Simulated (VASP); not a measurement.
The system is LaAl3N2.

```
CELL_PARAMETERS angstrom
3.40000 0.00000 0.00000
-1.70000 2.94449 0.00000
0.00000 0.00000 9.35000
ATOMIC_POSITIONS crystal
La 0.00000 0.00000 0.00000
Al 0.66667 0.33333 0.21500
Al 0.00000 0.00000 0.48500
Al 0.33333 0.66667 0.73000
N 0.66667 0.33333 0.42000
N 0.33333 0.66667 0.15000
```

```yaml
Program: VASP 6.6.1
Task: relaxation of cell and atoms
Functional: PBE
Potentials_or_basis: VASP PAW PBE potentials, release 64 (La, Al, N)
Cutoff: 600 eV
k_mesh: 5 × 5 × 2
Occupations: gaussian, width 0.2 eV
Spin: no spin polarisation
```

At the start: pressure 3.1 GPa; volume 15.60 Å³/atom.

Problem. How do energy, volume and symmetry change on relaxing?

Solution. Over 12 steps the energy falls by 348.0 meV/atom and the volume is 15.09 Å³/atom (-3.3 %); space group P3m1 (No. 156, to 0.05 Å).

Step by step:
```csv
step,energy change (eV),largest force (eV/Å),pressure (GPa),volume (Å³)
1,0.0000,4.0036,3.12,93.61
2,-1.4122,0.7114,-6.35,97.50
3,-1.5442,0.7745,-8.44,99.09
4,-1.8768,1.3807,3.92,87.63
5,-1.9501,1.2235,-0.54,90.72
6,-2.0382,0.5627,0.30,90.01
7,-2.0524,0.7740,0.98,89.60
8,-2.0815,0.1375,-0.29,90.64
9,-2.0815,0.1251,-0.24,90.59
10,-2.0870,0.1279,0.06,90.42
11,-2.0871,0.1287,0.12,90.39
12,-2.0881,0.0423,-0.01,90.54
```

Final structure:
```xyz
6
Lattice="3.1331 0.0000 0.0000 -1.5665 2.7133 0.0000 0.0000 0.0000 10.6504" Properties=species:S:1:pos:R:3 pbc="T T T"
La   -1.5665    2.7133   10.4436
Al    1.5665    0.9044    2.5453
Al    0.0000    0.0000    5.1246
Al    0.0000    1.8089    7.5676
N     1.5665    0.9044    4.4293
N     0.0000    1.8089    1.8410
```

Caveat: the k points lie up to 0.46 Å⁻¹ apart in the final cell; the relaxation stopped at a loose force limit of 0.08 eV/Å, so its end isn't a converged minimum.
